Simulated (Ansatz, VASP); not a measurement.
# SnSe: VASP beside Ansatz

```xyz
8
Lattice="4.1899 0.0000 0.0000 0.0000 4.1899 0.0000 0.0000 0.0000 21.9592" Properties=species:S:1:pos:R:3 pbc="T T T"
Sn    2.0949    0.0000    3.9521
Sn    2.0949    0.0000   15.3317
Sn    0.0000    2.0949    6.6275
Sn    0.0000    2.0949   18.0072
Se    2.0949    0.0000    6.6269
Se    2.0949    0.0000   18.0065
Se    0.0000    2.0949    3.9527
Se    0.0000    2.0949   15.3323
```

Change from the starting cell: mode 1 (-0.4 1/cm) frozen in, largest displacement -0.200 Å.

Alike in both runs: task single point; functional LDA; k mesh 6 × 6 × 2; occupations gaussian, width 0.05 eV; no spin polarisation.

```csv
,VASP,Ansatz
version,VASP 6.6.1,Ansatz 0.2.0
potentials or method,"VASP PAW LDA potentials, release 64 (Sn_d, Se), cutoff 520 eV","scalar-relativistic, plane waves, PAW"
valence electrons in the cell,80,120
```

```tsv
	VASP	Ansatz	Ansatz less VASP
gap on the k mesh at the Fermi level (eV)	1.45	1.46	+0.017
least direct gap on the mesh (eV)	1.50	1.52	+0.016
rms of the force components (eV/Å)	0.014	0.001	-0.0136
```

LDA's correlation is that of Perdew and Zunger in VASP and of Perdew and Wang (1992) in Ansatz. Atom by atom the forces differ by 0.014 eV/Å (rms over components). VASP's potentials hold 80 valence electrons a cell and Ansatz's 120, so a difference there can come from the potentials and not from the codes.
